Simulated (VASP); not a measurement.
**Ga: single point with PBE**

The system is Ga.

```
Ga
1.0
     2.25535   -3.82240    0.00000
     2.25535    3.82240    0.00000
     0.00000    0.00000    4.47153
Ga
4
Cartesian
  2.2553 2.6566 0.3510
  2.2553 -1.1658 1.8848
  2.2553 -2.6566 4.1205
  2.2553 1.1658 2.5868
```

This cell differs from its parent crystal: zz strain of -1 %.

- Program: VASP 6.6.1
- Task: single point
- Functional: PBE
- Potentials or basis: VASP PAW PBE potentials, release 64 (Ga_d)
- Cutoff: 520 eV
- k mesh: 9 × 9 × 8
- Occupations: fermi-dirac, width 0.05 eV
- Spin: no spin polarisation
- Dipole correction: no
- Further INCAR settings: ALGO = Normal; EDIFF = 1e-06; NBANDS = 34

* Pressure: 3.0 GPa
* Largest force: 0.408 eV/Å
* Band gap on the k mesh: zero (bands 26 and 27 overlap by 1.29 eV)

Forces in eV/Å, atoms in the order of the input:
```
Ga   0.000 -0.394  0.108
Ga   0.000 -0.394 -0.108
Ga   0.000  0.394 -0.108
Ga   0.000  0.394  0.108
```

Stress tensor (GPa, compression positive):
```
2.35 0.00 0.00
0.00 4.26 0.00
0.00 0.00 2.49
```

Levels at points of the mesh, in eV from the Fermi level:
| k point | band 24 | band 25 | band 26 | band 27 | band 28 | band 29 |
| --- | --- | --- | --- | --- | --- | --- |
| (0.00, 0.00, 0.00) | -1.73 | -1.63 | -0.92 | 0.92 | 0.92 | 0.94 |
| (0.00, 0.00, 0.50) | -0.17 | -0.03 | -0.03 | 0.11 | 0.11 | 2.16 |

It took 110 s on 1 thread of Intel(R) Xeon(R) 6975P-C (Granite Rapids), with other jobs on the host, peak memory 0.36 GiB.

Caveat: the cell differs from its parent crystal (zz strain of -1 %); the cell stands under pressure.
